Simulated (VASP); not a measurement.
Runs of VASP 6.6.1 on PtS2. Symmetry: P-3m1, No. 164, trigonal system. The conventional cell has a = 3.553 Å, b = 3.553 Å, c = 5.123 Å, α = 90.00°, β = 90.00°, γ = 120.00°. Within 3.2 Å of Pt (site symmetry -3m) lie 6 S at 2.39 Å. Within 3.2 Å of S (site symmetry 3m) lie 3 Pt at 2.39 Å and 3 S at 3.20 Å. 

```tsv
level	potentials or basis	k mesh	cutoff (eV)	smearing	grid for exact exchange (PRECFOCK)	share of exact exchange	screening parameter	gap on the mesh (eV)	pressure (GPa)	largest force (eV/Å)
PBE-based screened hybrid with 10 % exact exchange	VASP PAW PBE potentials, release 64 (Pt, S)	6 × 6 × 2	520	gaussian 0.01 eV	Normal	0.1	0.3 1/Å	1.00	1.6	0.12
r2SCAN	VASP PAW PBE potentials, release 64 (Pt_sv_GW, S)	6 × 6 × 4	630	fermi-dirac 0.05 eV	-	-	-	1.00	0.8	0.08
PBE-based screened hybrid with 5 % exact exchange	VASP PAW PBE potentials, release 64 (Pt, S)	6 × 6 × 2	520	gaussian 0.01 eV	Normal	0.05	0.3 1/Å	(a)	2.4	0.04
PBE-based screened hybrid with 50 % exact exchange	VASP PAW PBE potentials, release 64 (Pt_sv_GW, S)	6 × 6 × 2	430	gaussian 0.01 eV	Normal	0.5	0.1 1/Å	2.76	(b)	0.89
```

Alike in all rows: task single point; no spin polarisation; cell as given.

**Question.** Estimate the missing entries.

**Answer.** (a) 0.93; (b) -7.0.

Caveats: some runs use coarse meshes; the PAW data sets were made with another functional, which shifts forces and pressure a little; spin-orbit coupling is left out, which moves the levels of the heavy elements.

A k mesh can miss the band edges, and the runs leave out spin-orbit coupling on Pt.

The runs don't all hold the same shells in valence.
